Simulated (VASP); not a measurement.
# Ga5P6 in VASP: further runs

Ga5P6 is run at these levels: PBE; tasks: single point.

All numbers are computed with VASP 6.6.1; they aren't measurements. Logs are shortened: lines on timing, memory, paths and dates and some standing lists are left out, and cuts for length are marked.

## Step 1: The cell of the first run

The cell holds a slab with vacuum, 11 atoms: a = 3.893 Å, b = 3.893 Å, c = 28.763 Å, α = 90.00°, β = 90.00°, γ = 90.00°.

## Step 2: Single point, PBE

INCAR

```
PREC = Accurate ; ENCUT = 520
EDIFF = 1E-6 ; ISMEAR = 0
SIGMA = 0.05 ; LREAL = False
LASPH = True ; NELM = 100
ALGO = Normal ; ISIF = 2
LWAVE = False ; LCHARG = True
LDIPOL = True ; IDIPOL = 3
DIPOL = 0.5 0.5 0.500 ; GGA = PE
LELF = True ; LVHAR = True
LVACPOTAV = True ; NBANDS = 58
```

KPOINTS

```
regular mesh
0
Gamma
  7 7 1
```

POSCAR

```
Ga5P6
1.0
    3.8926748890      0.0000000000      0.0000000000
    0.0000000000      3.8926748890      0.0000000000
    0.0000000000      0.0000000000     28.7626840549
P Ga
6 5
Direct
    0.0000000000      0.5000000000      0.2607545244
    0.5000000000      0.0000000000      0.3564527146
    0.0000000000      0.5000000000      0.4521509049
    0.5000000000      0.0000000000      0.5478490951
    0.0000000000      0.5000000000      0.6435472854
    0.5000000000      0.0000000000      0.7392454756
    0.5000000000      0.5000000000      0.3086036195
    0.0000000000      0.0000000000      0.4043018097
    0.5000000000      0.5000000000      0.5000000000
    0.0000000000      0.0000000000      0.5956981903
    0.5000000000      0.5000000000      0.6913963805
```

Potentials or basis: VASP PAW PBE potentials, release 64 (P, Ga_d).

Run with:

```
$ cat potpaw_PBE.64/P/POTCAR potpaw_PBE.64/Ga_d/POTCAR > POTCAR
$ mpirun -np 1 vasp_std > vasp.out
```

OUTCAR:

```text
PREC = Accurate
   ENCUT = 520
   EDIFF = 1E-6
   ISMEAR = 0
   LREAL = False
   LASPH = True
   NELM = 100
   ISIF = 2
   GGA = PE

 ion  position               nearest neighbor table
   1  0.000  0.500  0.261-   7 2.38   7 2.38
   2  0.500  0.000  0.356-   8 2.38   8 2.38   7 2.38   7 2.38
   3  0.000  0.500  0.452-   9 2.38   9 2.38   8 2.38   8 2.38
   4  0.500  0.000  0.548-   9 2.38   9 2.38  10 2.38  10 2.38
   5  0.000  0.500  0.644-  10 2.38  10 2.38  11 2.38  11 2.38
   6  0.500  0.000  0.739-  11 2.38  11 2.38
   7  0.500  0.500  0.309-   1 2.38   1 2.38   2 2.38   2 2.38
   8  0.000  0.000  0.404-   2 2.38   2 2.38   3 2.38   3 2.38
   9  0.500  0.500  0.500-   3 2.38   4 2.38   4 2.38   3 2.38
  10  0.000  0.000  0.596-   5 2.38   5 2.38   4 2.38   4 2.38
  11  0.500  0.500  0.691-   6 2.38   6 2.38   5 2.38   5 2.38

  LATTYP: Found a simple tetragonal cell.
 ALAT       =     3.8926748890
 C/A-ratio  =     7.3889253213

  Lattice vectors:

 A1 = (   3.8926748890,   0.0000000000,   0.0000000000)
 A2 = (   0.0000000000,   3.8926748890,   0.0000000000)
 A3 = (   0.0000000000,   0.0000000000,  28.7626840549)

Analysis of symmetry for initial positions (statically):
=====================================================================
 Subroutine PRICEL returns:
 Original cell was already a primitive cell.

 Routine SETGRP: Setting up the symmetry group for a
 simple tetragonal supercell.

 Subroutine GETGRP returns: Found  8 space group operations
 (whereof  8 operations were pure point group operations)
 out of a pool of 16 trial point group operations.

The static configuration has the point symmetry D_2d.

Analysis of symmetry for dynamics (positions and initial velocities):
=====================================================================
 Subroutine PRICEL returns:
 Original cell was already a primitive cell.

 Routine SETGRP: Setting up the symmetry group for a
 simple tetragonal supercell.

 Subroutine GETGRP returns: Found  8 space group operations
 (whereof  8 operations were pure point group operations)
 out of a pool of 16 trial point group operations.

The dynamic configuration has the point symmetry D_2d.

 Subroutine INISYM returns: Found  8 space group operations
 (whereof  8 operations are pure point group operations),
 and found     1 'primitive' translations

----------------------------------------------------------------------------------------

                                     Primitive cell

  volume of cell :     435.8386

  direct lattice vectors                    reciprocal lattice vectors
     3.892674889  0.000000000  0.000000000     0.256892761  0.000000000  0.000000000
     0.000000000  3.892674889  0.000000000     0.000000000  0.256892761  0.000000000
     0.000000000  0.000000000 28.762684055     0.000000000  0.000000000  0.034767270

  length of vectors
     3.892674889  3.892674889 28.762684055     0.256892761  0.256892761  0.034767270

  position of ions in fractional coordinates (direct lattice)
     0.000000000  0.500000000  0.260754524
     0.500000000  0.000000000  0.356452715
     0.000000000  0.500000000  0.452150905
     0.500000000  0.000000000  0.547849095
     0.000000000  0.500000000  0.643547285
     0.500000000  0.000000000  0.739245476
     0.500000000  0.500000000  0.308603619
     0.000000000  0.000000000  0.404301810
     0.500000000  0.500000000  0.500000000
     0.000000000  0.000000000  0.595698190
     0.500000000  0.500000000  0.691396381

  ion indices of the primitive-cell ions
   primitive index   ion index
                 1           1
                 2           2
                 3           3
                 4           4
                 5           5
                 6           6
                 7           7
                 8           8
                 9           9
                10          10
                11          11

----------------------------------------------------------------------------------------

 KPOINTS: regular mesh

Automatic generation of k-mesh.
 Grid dimensions read from file:
 generate k-points for:    7    7    1

 Generating k-lattice:

  Cartesian coordinates                     Fractional coordinates (reciprocal lattice)
     0.036698966  0.000000000  0.000000000     0.142857143  0.000000000  0.000000000
     0.000000000  0.036698966  0.000000000     0.000000000  0.142857143  0.000000000
     0.000000000  0.000000000  0.034767270     0.000000000  0.000000000  1.000000000

  Length of vectors
     0.036698966  0.036698966  0.034767270

  Shift w.r.t. Gamma in fractional coordinates (k-lattice)
     0.000000000  0.000000000  0.000000000

 Subroutine IBZKPT returns following result:
 ===========================================

 Found     10 irreducible k-points:

 Following reciprocal coordinates:
            Coordinates               Weight
  0.000000  0.000000  0.000000      1.000000
  0.142857  0.000000  0.000000      4.000000
  0.285714  0.000000  0.000000      4.000000
  0.428571  0.000000  0.000000      4.000000
  0.142857  0.142857  0.000000      4.000000
  0.285714  0.142857  0.000000      8.000000
  0.428571  0.142857  0.000000      8.000000
  0.285714  0.285714  0.000000      4.000000
  0.428571  0.285714  0.000000      8.000000
  0.428571  0.428571  0.000000      4.000000
   k-points           NKPTS =     10   k-points in BZ     NKDIM =     10   number of bands    NBANDS=     58
   number of dos      NEDOS =    301   number of ions     NIONS =     11
   total plane-waves  NPLWV = 194400
   dimension x,y,z NGX =    30 NGY =   30 NGZ =  216
   dimension x,y,z NGXF=    60 NGYF=   60 NGZF=  432
   ions per type =               6   5
   NGX,Y,Z   is equivalent  to a cutoff of  12.81, 12.81, 12.48 a.u.
   NGXF,Y,Z  is equivalent  to a cutoff of  25.62, 25.62, 24.97 a.u.
 SYSTEM =  unknown system
   PREC   = accura    normal or accurate (medium, high low for compatibility)
   ISTART =      0    job   : 0-new  1-cont  2-samecut
   ICHARG =      2    charge: 1-file 2-atom 10-const
   ISPIN  =      1    spin polarized calculation?
   LNONCOLLINEAR =      F non collinear calculations
   LSORBIT =      F    spin-orbit coupling
   LASPH  =      T    aspherical Exc in radial PAW
   ENCUT  =  520.0 eV  38.22 Ry    6.18 a.u.   7.24  7.24 53.48*2*pi/ulx,y,z
   NELM   =    100;   NELMIN=  2; NELMDL= -5     # of ELM steps
   EDIFF  = 0.1E-05   stopping-criterion for ELM
   LREAL  =      F    real-space projection
   EDIFFG = 0.1E-04   stopping-criterion for IOM
   NSW    =      0    number of steps for IOM
   IBRION =     -1    ionic relax: 0-MD 1-quasi-New 2-CG
   NFREE  =      0    steps in history (QN), initial steepest desc. (CG)
   ISIF   =      2    stress and relaxation
   ISYM   =      2    0-nonsym 1-usesym 2-fastsym
   POTIM  = 0.5000    time-step for ionic-motion
   TEBEG  =    0.0;   TEEND  =   0.0 temperature during run
   PSTRESS=    0.0 pullay stress
   NELECT =      95.0000    total number of electrons
   NUPDOWN=      -1.0000    fix difference up-down
   EMIN   =  10.00;   EMAX   =-10.00  energy-range for DOS
   EFERMI =   0.00;   METHOD = LEGACY
   ISMEAR =     0;   SIGMA  =   0.05  broadening in eV -4-tet -1-fermi 0-gaus
   EFERMI_NEDOS =   21; number of points for ismear=-14 and -15
   IALGO  =     38    algorithm
   IMIX   =      4    mixing-type and parameters
     AMIX     =   0.40;   BMIX     =  1.00
     AMIX_MAG =   1.60;   BMIX_MAG =  1.00
  volume/ion in A,a.u.               =      39.62       267.38
  Fermi-wavevector in a.u.,A,eV,Ry     =   0.985237  1.861828 13.207071  0.970692
  Thomas-Fermi vector in A             =   2.116529
   LORBIT       =      0    0 simple, 1 ext, 2 COOP (PROOUT), +10 PAW based schemes
   GGA     = PE    functional components
   LHFCALC =     F    Hartree Fock is set to
   AEXX    =    0.0000 exact exchange contribution
   IVDW    =     0    specifies the selected vdW correction
   LEPSILON=     F    determine dielectric tensor
   LRPA    =     F    only Hartree local field effects (RPA)
 non-spin polarized calculation
 Gauss-broadening in eV      SIGMA  =   0.05
  energy-cutoff  :      520.00
  volume of cell :      435.84
 maximum number of plane-waves:     11766
 NGX is ok and might be reduce to    30
   NGX = 15   NGY = 15   NGZ =107

 number of electron      94.9999963 magnetization

 dipolmoment           0.000000      0.000000     -0.000000 electrons x Angstroem

 Free energy of the ion-electron system (eV)
  ---------------------------------------------------
  ext. energy  EPLUGINS =         0.00000000
  ---------------------------------------------------
  free energy    TOTEN  =       -47.25624428 eV

  energy without entropy =      -47.24510279  energy(sigma->0) =      -47.25067353

 E-fermi :  -0.7825     XC(G=0):  -5.6909

 val. band max:       -0.7831815120   @ k =   0.1429   0.0000   0.0000
 cond. band min:      -0.7492175104   @ k =   0.0000   0.0000   0.0000
 fundamental gap:      0.0339640017
 Fermi energy:        -0.7824985058

 k-point     1 :       0.0000    0.0000    0.0000
  band No.  band energies     occupation
      1     -15.3791      2.00000
      2     -15.2879      2.00000
      3     -15.2879      2.00000
      4     -15.2667      2.00000
      5     -15.2506      2.00000
      6     -15.2382      2.00000
[... 50 lines left out ...]
     57       2.8246      0.00000
     58       3.1549      0.00000

 k-point     2 :       0.1429    0.0000    0.0000
  band No.  band energies     occupation
      1     -15.3748      2.00000
      2     -15.3020      2.00000
      3     -15.2871      2.00000
      4     -15.2570      2.00000
      5     -15.2460      2.00000
      6     -15.2349      2.00000
[... 50 lines left out ...]
     57       3.3462      0.00000
     58       3.5361      0.00000

 k-point     3 :       0.2857    0.0000    0.0000
  band No.  band energies     occupation
      1     -15.3670      2.00000
      2     -15.3245      2.00000
      3     -15.2854      2.00000
      4     -15.2470      2.00000
      5     -15.2386      2.00000
      6     -15.2261      2.00000
[... 50 lines left out ...]
     57       4.0729      0.00000
     58       4.2314      0.00000

 k-point     4 :       0.4286    0.0000    0.0000
  band No.  band energies     occupation
      1     -15.3638      2.00000
      2     -15.3389      2.00000
      3     -15.2839      2.00000
      4     -15.2461      2.00000
      5     -15.2369      2.00000
      6     -15.2262      2.00000
[... 50 lines left out ...]
     57       4.2326      0.00000
     58       4.2798      0.00000

 k-point     5 :       0.1429    0.1429    0.0000
  band No.  band energies     occupation
      1     -15.3712      2.00000
      2     -15.3115      2.00000
      3     -15.2872      2.00000
      4     -15.2509      2.00000
      5     -15.2415      2.00000
      6     -15.2323      2.00000
[... 50 lines left out ...]
     57       3.3494      0.00000
     58       3.6767      0.00000

 k-point     6 :       0.2857    0.1429    0.0000
  band No.  band energies     occupation
      1     -15.3659      2.00000
      2     -15.3314      2.00000
      3     -15.2844      2.00000
      4     -15.2438      2.00000
      5     -15.2347      2.00000
      6     -15.2249      2.00000
[... 50 lines left out ...]
     57       4.1107      0.00000
     58       4.1801      0.00000

 k-point     7 :       0.4286    0.1429    0.0000
  band No.  band energies     occupation
      1     -15.3655      2.00000
      2     -15.3445      2.00000
      3     -15.2816      2.00000
      4     -15.2448      2.00000
      5     -15.2318      2.00000
      6     -15.2286      2.00000
[... 50 lines left out ...]
     57       4.0172      0.00000
     58       4.0600      0.00000

 k-point     8 :       0.2857    0.2857    0.0000
  band No.  band energies     occupation
      1     -15.3664      2.00000
      2     -15.3484      2.00000
      3     -15.2763      2.00000
      4     -15.2402      2.00000
      5     -15.2319      2.00000
      6     -15.2266      2.00000
[... 50 lines left out ...]
     57       4.2824      0.00000
     58       4.8714      0.00000

 k-point     9 :       0.4286    0.2857    0.0000
  band No.  band energies     occupation
      1     -15.3703      2.00000
      2     -15.3605      2.00000
      3     -15.2684      2.00000
      4     -15.2426      2.00000
      5     -15.2352      2.00000
      6     -15.2278      2.00000
[... 50 lines left out ...]
     57       3.8206      0.00000
     58       4.4443      0.00000

 k-point    10 :       0.4286    0.4286    0.0000
  band No.  band energies     occupation
      1     -15.3752      2.00000
      2     -15.3736      2.00000
      3     -15.2556      2.00000
      4     -15.2423      2.00000
      5     -15.2402      2.00000
      6     -15.2369      2.00000
[... 50 lines left out ...]
     57       3.2915      0.00000
     58       4.0029      0.00000

------------------------ aborting loop because EDIFF is reached ----------------------------------------

  FORCE on cell =-STRESS in cart. coord.  units (eV):
  Direction    XX          YY          ZZ          XY          YZ          ZX
  --------------------------------------------------------------------------------------
  -------------------------------------------------------------------------------------
  Total       -2.7955756     -2.7955756     -0.1214005      0.0000000      0.0000000      0.0000000
  in kB      -10.2767582    -10.2767582     -0.4462778      0.0000000      0.0000000      0.0000000
  external PRESSURE =      -6.9999314 kB  Pullay stress =       0.0000000 kB

 VOLUME and BASIS-vectors are now :
 -----------------------------------------------------------------------------
  energy-cutoff  :      520.00
  volume of cell :      435.84
      direct lattice vectors                 reciprocal lattice vectors
     3.892674889  0.000000000  0.000000000     0.256892761  0.000000000  0.000000000
     0.000000000  3.892674889  0.000000000     0.000000000  0.256892761  0.000000000
     0.000000000  0.000000000 28.762684055     0.000000000  0.000000000  0.034767270

 POSITION                                       TOTAL-FORCE (eV/Angst)
 -----------------------------------------------------------------------------------
      0.00000      1.94634      7.50000         0.000000      0.000000      0.212539
      1.94634      0.00000     10.25254         0.000000      0.000000      0.246289
      0.00000      1.94634     13.00507         0.000000      0.000000      0.020323
      1.94634      0.00000     15.75761         0.000000      0.000000     -0.020323
      0.00000      1.94634     18.51015         0.000000      0.000000     -0.246289
      1.94634      0.00000     21.26268         0.000000      0.000000     -0.212539
      1.94634      1.94634      8.87627        -0.000000     -0.000000     -0.378259
      0.00000      0.00000     11.62881         0.000000      0.000000     -0.138389
      1.94634      1.94634     14.38134         0.000000      0.000000      0.000000
      0.00000      0.00000     17.13388         0.000000      0.000000      0.138389
      1.94634      1.94634     19.88642         0.000000     -0.000000      0.378259
 -----------------------------------------------------------------------------------
    total drift:                                0.000000     -0.000000      0.000000

  FREE ENERGIE OF THE ION-ELECTRON SYSTEM (eV)
  ---------------------------------------------------
  free  energy   TOTEN  =       -47.2562442751 eV

  energy  without entropy=      -47.2451027948  energy(sigma->0) =      -47.25067353

 vacuum level on the upper side and lower side of the slab         5.481         5.481
```

Wall time 11 min (1 thread of Intel Xeon Platinum 8259CL at 2.50GHz (Skylake/Cascade Lake), shared host); peak memory 0.55 GiB.

What came out:

| Property | Result |
| --- | --- |
| Free energy | -47.2562 eV |
| Largest force | 0.378 eV/Å |
| Band gap on the k mesh | zero (an odd number of electrons rules out a gap without spin polarisation) |

Forces on the atoms (eV/Å):
```
P    0.000  0.000  0.213
P    0.000  0.000  0.246
P    0.000  0.000  0.020
P    0.000  0.000 -0.020
P    0.000  0.000 -0.246
P    0.000  0.000 -0.213
Ga   0.000  0.000 -0.378
Ga   0.000  0.000 -0.138
Ga   0.000  0.000  0.000
Ga   0.000  0.000  0.138
Ga   0.000  0.000  0.378
```

(Continued in part 2 of 2.)
